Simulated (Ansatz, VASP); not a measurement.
**One calculation of NaCl, two programs**

```
Cl Na
1.0
     0.00000    2.79406    2.79406
     2.79406    0.00000    2.79406
     2.79406    2.79406    0.00000
Cl Na
1 1
Direct
  0.50000 0.50000 0.50000
  0.00000 0.00000 0.00000
```

Alike in both runs: functional PBE-based screened hybrid with a share of 0.25 of exact exchange and HFSCREEN = 0.3; k mesh 5 × 5 × 5; occupations fermi-dirac, width 0.05 eV; no spin polarisation.

|  | VASP | Ansatz |
| --- | --- | --- |
| version | VASP 6.6.1 | Ansatz 0.2.0 |
| potentials or method | VASP PAW PBE potentials, release 64 (Cl, Na_pv) | Ansatz PAW |
| plane-wave cutoff (eV) | 520 | 420 |
| valence electrons in the cell | 14 | 16 |
| task | single point | band structure |

```tsv
	VASP	Ansatz	Ansatz less VASP
gap on the k mesh at the Fermi level (eV)	6.35	6.36	+0.009
least direct gap on the mesh (eV)	6.35	6.36	+0.009
pressure (GPa)	1.0	1.0	-0.02
```

VASP's potentials were made for PBE, not for PBE-based screened hybrid. The functional is the same, so the differences come from potentials, cutoffs and numerics. VASP's potentials hold 14 valence electrons a cell and Ansatz's 16, so a difference there can come from the potentials and not from the codes.
